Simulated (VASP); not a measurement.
# TiH4 (P6/mmm) in VASP: a series of runs

The runs below take TiH4 through single point, relaxation of cell and atoms, with PBE.

All numbers are computed with VASP 6.6.1; they aren't measurements. Logs are shortened: lines on timing, memory, paths and dates and some standing lists are left out, and cuts for length are marked.

**1. The cell of the first run**

Symmetry: P6/mmm, No. 191, hexagonal system. The conventional cell has a = 2.975 Å, b = 2.975 Å, c = 4.328 Å, α = 90.00°, β = 90.00°, γ = 120.00°. Within 2.3 Å of Ti (site symmetry 6/mmm) lie 2 H at 1.74 Å. H (site symmetry 6mm) has 1 H at 0.84 Å within 1.1 Å. H (site symmetry -6m2) has 9 H at 1.72 to 1.77 Å within 2.3 Å.

The cell was generated, and may not be a known phase.

**2. Single point, PBE**

INCAR

```
PREC = Accurate
ENCUT = 520
EDIFF = 1E-6
ISMEAR = 0
SIGMA = 0.1
LREAL = False
LASPH = True
NELM = 80
ALGO = Normal
ISIF = 2
LWAVE = False
LCHARG = False
GGA = PE
NBANDS = 16
```

KPOINTS

```
regular mesh
0
Gamma
  6 6 4
```

POSCAR

```
TiH4
1.0
    2.9750368855     -0.0000000023      0.0000000000
   -1.4875184407      2.5764575212      0.0000000000
    0.0000000000      0.0000000000      4.3282818219
Ti H
1 4
Direct
    0.0000000000      0.0000000000      0.5000000000
    0.0000000000      0.0000000000      0.9029351951
    0.0000000000      0.0000000000      0.0970648049
    0.3333333333      0.6666666667      0.0000000000
    0.6666666667      0.3333333333      0.0000000000
```

Potentials or basis: VASP PAW PBE potentials, release 64 (Ti_sv, H).

On the command line:

```bash
$ cat potpaw_PBE.64/Ti_sv/POTCAR potpaw_PBE.64/H/POTCAR > POTCAR
$ mpirun -np 1 vasp_std > vasp.out
```

OUTCAR:

```text
PREC = Accurate
   ENCUT = 520
   EDIFF = 1E-6
   ISMEAR = 0
   LREAL = False
   LASPH = True
   NELM = 80
   ISIF = 2
   GGA = PE

 ion  position               nearest neighbor table
   1  0.000  0.000  0.500-   2 1.74   3 1.74
   2  0.000  0.000  0.903-   3 0.84   1 1.74
   3  0.000  0.000  0.097-   2 0.84   1 1.74
   4  0.333  0.667  0.000-
   5  0.667  0.333  0.000-

  LATTYP: Found a hexagonal cell.
 ALAT       =     2.9750368855
 C/A-ratio  =     1.4548666079

  Lattice vectors:

 A1 = (   2.9750368855,  -0.0000000023,   0.0000000000)
 A2 = (  -1.4875184407,   2.5764575212,   0.0000000000)
 A3 = (   0.0000000000,   0.0000000000,   4.3282818219)

Analysis of symmetry for initial positions (statically):
=====================================================================
 Subroutine PRICEL returns:
 Original cell was already a primitive cell.

 Routine SETGRP: Setting up the symmetry group for a
 hexagonal supercell.

 Subroutine GETGRP returns: Found 24 space group operations
 (whereof 24 operations were pure point group operations)
 out of a pool of 24 trial point group operations.

The static configuration has the point symmetry D_6h.

Analysis of symmetry for dynamics (positions and initial velocities):
=====================================================================
 Subroutine PRICEL returns:
 Original cell was already a primitive cell.

 Routine SETGRP: Setting up the symmetry group for a
 hexagonal supercell.

 Subroutine GETGRP returns: Found 24 space group operations
 (whereof 24 operations were pure point group operations)
 out of a pool of 24 trial point group operations.

The dynamic configuration has the point symmetry D_6h.

 Subroutine INISYM returns: Found 24 space group operations
 (whereof 24 operations are pure point group operations),
 and found     1 'primitive' translations

----------------------------------------------------------------------------------------

                                     Primitive cell

  volume of cell :      33.1765

  direct lattice vectors                    reciprocal lattice vectors
     2.975036885 -0.000000002  0.000000000     0.336130286  0.194064911  0.000000000
    -1.487518441  2.576457521  0.000000000     0.000000000  0.388129823  0.000000000
     0.000000000  0.000000000  4.328281822     0.000000000  0.000000000  0.231038560

  length of vectors
     2.975036885  2.975036885  4.328281822     0.388129823  0.388129823  0.231038560

  position of ions in fractional coordinates (direct lattice)
     0.000000000  0.000000000  0.500000000
     0.000000000  0.000000000  0.902935195
     0.000000000  0.000000000  0.097064805
     0.333333333  0.666666667  0.000000000
     0.666666667  0.333333333  0.000000000

  ion indices of the primitive-cell ions
   primitive index   ion index
                 1           1
                 2           2
                 3           3
                 4           4
                 5           5

----------------------------------------------------------------------------------------

 KPOINTS: regular mesh

Automatic generation of k-mesh.
 Grid dimensions read from file:
 generate k-points for:    6    6    4

 Generating k-lattice:

  Cartesian coordinates                     Fractional coordinates (reciprocal lattice)
     0.056021714  0.032344152  0.000000000     0.166666667  0.000000000  0.000000000
     0.000000000  0.064688304  0.000000000     0.000000000  0.166666667  0.000000000
     0.000000000  0.000000000  0.057759640     0.000000000  0.000000000  0.250000000

  Length of vectors
     0.064688304  0.064688304  0.057759640

  Shift w.r.t. Gamma in fractional coordinates (k-lattice)
     0.000000000  0.000000000  0.000000000

 Subroutine IBZKPT returns following result:
 ===========================================

 Found     21 irreducible k-points:

 Following reciprocal coordinates:
            Coordinates               Weight
  0.000000  0.000000  0.000000      1.000000
  0.166667 -0.000000  0.000000      6.000000
  0.333333 -0.000000  0.000000      6.000000
  0.500000 -0.000000  0.000000      3.000000
  0.166667  0.166667  0.000000      6.000000
  0.333333  0.166667  0.000000     12.000000
[... 13 lines left out ...]
  0.333333  0.166667  0.500000     12.000000
  0.333333  0.333333  0.500000      2.000000
   k-points           NKPTS =     21   k-points in BZ     NKDIM =     21   number of bands    NBANDS=     16
   number of dos      NEDOS =    301   number of ions     NIONS =      5
   total plane-waves  NPLWV =  18432
   dimension x,y,z NGX =    24 NGY =   24 NGZ =   32
   dimension x,y,z NGXF=    48 NGYF=   48 NGZF=   64
   ions per type =               1   4
   NGX,Y,Z   is equivalent  to a cutoff of  13.41, 13.41, 12.29 a.u.
   NGXF,Y,Z  is equivalent  to a cutoff of  26.82, 26.82, 24.58 a.u.
 SYSTEM =  unknown system
   PREC   = accura    normal or accurate (medium, high low for compatibility)
   ISTART =      0    job   : 0-new  1-cont  2-samecut
   ICHARG =      2    charge: 1-file 2-atom 10-const
   ISPIN  =      1    spin polarized calculation?
   LNONCOLLINEAR =      F non collinear calculations
   LSORBIT =      F    spin-orbit coupling
   LASPH  =      T    aspherical Exc in radial PAW
   ENCUT  =  520.0 eV  38.22 Ry    6.18 a.u.   5.53  5.53  8.05*2*pi/ulx,y,z
   NELM   =     80;   NELMIN=  2; NELMDL= -5     # of ELM steps
   EDIFF  = 0.1E-05   stopping-criterion for ELM
   LREAL  =      F    real-space projection
   EDIFFG = 0.1E-04   stopping-criterion for IOM
   NSW    =      0    number of steps for IOM
   IBRION =     -1    ionic relax: 0-MD 1-quasi-New 2-CG
   NFREE  =      0    steps in history (QN), initial steepest desc. (CG)
   ISIF   =      2    stress and relaxation
   ISYM   =      2    0-nonsym 1-usesym 2-fastsym
   POTIM  = 0.5000    time-step for ionic-motion
   TEBEG  =    0.0;   TEEND  =   0.0 temperature during run
   PSTRESS=    0.0 pullay stress
   NELECT =      16.0000    total number of electrons
   NUPDOWN=      -1.0000    fix difference up-down
   EMIN   =  10.00;   EMAX   =-10.00  energy-range for DOS
   EFERMI =   0.00;   METHOD = LEGACY
   ISMEAR =     0;   SIGMA  =   0.10  broadening in eV -4-tet -1-fermi 0-gaus
   EFERMI_NEDOS =   21; number of points for ismear=-14 and -15
   IALGO  =     38    algorithm
   IMIX   =      4    mixing-type and parameters
     AMIX     =   0.40;   BMIX     =  1.00
     AMIX_MAG =   1.60;   BMIX_MAG =  1.00
  volume/ion in A,a.u.               =       6.64        44.78
  Fermi-wavevector in a.u.,A,eV,Ry     =   1.283821  2.426070 22.425079  1.648197
  Thomas-Fermi vector in A             =   2.416051
   LORBIT       =      0    0 simple, 1 ext, 2 COOP (PROOUT), +10 PAW based schemes
   GGA     = PE    functional components
   LHFCALC =     F    Hartree Fock is set to
   AEXX    =    0.0000 exact exchange contribution
   IVDW    =     0    specifies the selected vdW correction
   LEPSILON=     F    determine dielectric tensor
   LRPA    =     F    only Hartree local field effects (RPA)
 non-spin polarized calculation
 Gauss-broadening in eV      SIGMA  =   0.10
  energy-cutoff  :      520.00
  volume of cell :       33.18
 maximum number of plane-waves:       922
 NGX is ok and might be reduce to    24
   NGX = 11   NGY = 11   NGZ = 17

 number of electron      16.0000001 magnetization

 Free energy of the ion-electron system (eV)
  ---------------------------------------------------
  ext. energy  EPLUGINS =         0.00000000
  ---------------------------------------------------
  free energy    TOTEN  =       -16.31990662 eV

  energy without entropy =      -16.31151477  energy(sigma->0) =      -16.31571070

 E-fermi :   4.9554     XC(G=0): -10.6532

 val. band max:        4.9464869144   @ k =   0.5000  -0.0000   0.2500
 cond. band min:       5.0598906437   @ k =   0.3333   0.1667   0.2500
 fundamental gap:      0.1134037293
 Fermi energy:         4.9554374384

 k-point     1 :       0.0000    0.0000    0.0000
  band No.  band energies     occupation
      1     -52.0942      2.00000
      2     -28.4292      2.00000
      3     -28.1096      2.00000
      4     -28.1096      2.00000
      5      -7.6966      2.00000
      6       1.7291      2.00000
[... 8 lines left out ...]
     15      18.7678      0.00000
     16      18.9091      0.00000

 k-point     2 :       0.1667   -0.0000    0.0000
  band No.  band energies     occupation
      1     -52.0790      2.00000
      2     -28.4140      2.00000
      3     -28.2121      2.00000
      4     -28.1333      2.00000
      5      -7.1587      2.00000
      6       2.0734      2.00000
[... 8 lines left out ...]
     15      16.5726      0.00000
     16      18.4422      0.00000

 k-point     3 :       0.3333   -0.0000    0.0000
  band No.  band energies     occupation
      1     -52.0487      2.00000
      2     -28.4133      2.00000
      3     -28.3838      2.00000
      4     -28.1803      2.00000
      5      -5.6786      2.00000
      6       1.3014      2.00000
[... 8 lines left out ...]
     15      14.5118      0.00000
     16      16.9335      0.00000

 k-point     4 :       0.5000   -0.0000    0.0000
  band No.  band energies     occupation
      1     -52.0334      2.00000
      2     -28.5121      2.00000
      3     -28.3686      2.00000
      4     -28.2037      2.00000
      5      -4.3590      2.00000
      6      -0.4065      2.00000
[... 8 lines left out ...]
     15      13.6841      0.00000
     16      14.6786      0.00000
[... 267 lines left out ...]
 k-point    19 :       0.1667    0.1667    0.5000
  band No.  band energies     occupation
      1     -52.0559      2.00000
      2     -28.4084      2.00000
      3     -28.3434      2.00000
      4     -28.1881      2.00000
      5      -5.5402      2.00000
      6       2.3502      2.00000
[... 8 lines left out ...]
     15      16.5460      0.00000
     16      16.7710      0.00000

 k-point    20 :       0.3333    0.1667    0.5000
  band No.  band energies     occupation
      1     -52.0331      2.00000
      2     -28.4599      2.00000
      3     -28.3841      2.00000
      4     -28.2565      2.00000
      5      -3.7956      2.00000
      6       0.3494      2.00000
[... 8 lines left out ...]
     15      15.0246      0.00000
     16      18.1379      0.00000

 k-point    21 :       0.3333    0.3333    0.5000
  band No.  band energies     occupation
      1     -52.0254      2.00000
      2     -28.3896      2.00000
      3     -28.3896      2.00000
      4     -28.3760      2.00000
      5      -2.8696      2.00000
      6       0.9694      2.00000
[... 8 lines left out ...]
     15      11.3664      0.00000
     16      21.0331      0.00000

------------------------ aborting loop because EDIFF is reached ----------------------------------------

  FORCE on cell =-STRESS in cart. coord.  units (eV):
  Direction    XX          YY          ZZ          XY          YZ          ZX
  --------------------------------------------------------------------------------------
  -------------------------------------------------------------------------------------
  Total       -0.1228755     -0.1228755     -0.0551795     -0.0000000      0.0000000     -0.0000000
  in kB       -5.9339664     -5.9339664     -2.6647557     -0.0000000      0.0000000     -0.0000000
  external PRESSURE =      -4.8442295 kB  Pullay stress =       0.0000000 kB

 VOLUME and BASIS-vectors are now :
 -----------------------------------------------------------------------------
  energy-cutoff  :      520.00
  volume of cell :       33.18
      direct lattice vectors                 reciprocal lattice vectors
     2.975036885 -0.000000002  0.000000000     0.336130286  0.194064911  0.000000000
    -1.487518441  2.576457521  0.000000000     0.000000000  0.388129823  0.000000000
     0.000000000  0.000000000  4.328281822     0.000000000  0.000000000  0.231038560

 POSITION                                       TOTAL-FORCE (eV/Angst)
 -----------------------------------------------------------------------------------
      0.00000      0.00000      2.16414         0.000000     -0.000000     -0.000000
      0.00000      0.00000      3.90816         0.000000      0.000000      0.000032
      0.00000      0.00000      0.42012        -0.000000      0.000000     -0.000032
      0.00000      1.71764      0.00000        -0.000000     -0.000000     -0.000000
      1.48752      0.85882      0.00000         0.000000      0.000000      0.000000
 -----------------------------------------------------------------------------------
    total drift:                                0.000000      0.000000      0.000000

  FREE ENERGIE OF THE ION-ELECTRON SYSTEM (eV)
  ---------------------------------------------------
  free  energy   TOTEN  =       -16.3199066197 eV

  energy  without entropy=      -16.3115147705  energy(sigma->0) =      -16.31571070
```

Wall time 19 s (1 thread of Intel Xeon 8259CL, shared host); peak memory 0.15 GiB.

Results:

| Property | Result |
| --- | --- |
| Free energy | -16.3199 eV |
| Pressure | -0.5 GPa |
| Band gap on the k mesh | zero (bands 8 and 9 overlap by 1.53 eV) |

Levels at points of the mesh, in eV from the Fermi level:
| k point | band 6 | band 7 | band 8 | band 9 | band 10 | band 11 |
| --- | --- | --- | --- | --- | --- | --- |
| (0.00, 0.00, 0.00) | -3.23 | -0.20 | 0.80 | 0.80 | 1.58 | 2.15 |
| (0.50, 0.00, 0.00) | -5.36 | -1.95 | -0.68 | 1.69 | 1.95 | 3.07 |
| (0.00, 0.00, 0.50) | -4.54 | -1.41 | 0.82 | 0.82 | 1.47 | 2.02 |
| (0.50, 0.00, 0.50) | -5.68 | -1.74 | -0.77 | 1.29 | 1.41 | 1.48 |

Caveat: the k points lie up to 0.41 Å⁻¹ apart, too coarse for converged energies and pressures of a metal.

(Continued in part 2 of 2.)

The gap in the log of VASP goes by the Fermi energy; the results here count the filled bands.